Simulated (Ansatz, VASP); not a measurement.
# Two plane-wave programs on LuHfO

```
Lu Hf O
1.0
     3.39115    0.00000    0.00000
     0.00000    3.39115    0.00000
     0.00000    0.00000    4.37412
Lu Hf O
1 1 1
Cartesian
  0.0000 0.0000 0.0000
  1.6956 1.6956 2.1871
  1.6956 1.6956 0.0000
```

Change from the starting cell: species swapped into the DyCoC type (P4/mmm, No. 123).

Alike in both runs: task relaxation of cell and atoms; functional PBE; k mesh 14 × 14 × 10; occupations gaussian, width 0.1 eV; no spin polarisation.

```csv
,VASP,Ansatz
version,VASP 6.6.1,Ansatz 0.2.0
potentials or method,"VASP PAW PBE potentials, release 64 (Lu, Hf_pv, O), cutoff 600 eV","scalar-relativistic, plane waves, PAW"
valence electrons in the cell,41,57
```

|  | VASP | Ansatz | Ansatz less VASP |
| --- | --- | --- | --- |
| gap on the k mesh at the Fermi level, each at its own relaxed structure (eV) | none | none | - |
| relaxed volume (Å³/atom) | 16.74 | 16.74 | -0.007 |
| relaxed cell length with the largest relative difference (Å) | 4.353 | 4.385 | +0.0325 |

A gap of «none» marks a metal or a gap that the smearing closes. VASP's potentials hold 41 valence electrons a cell and Ansatz's 57, so a difference there can come from the potentials and not from the codes.

Neither program's run includes spin-orbit coupling.
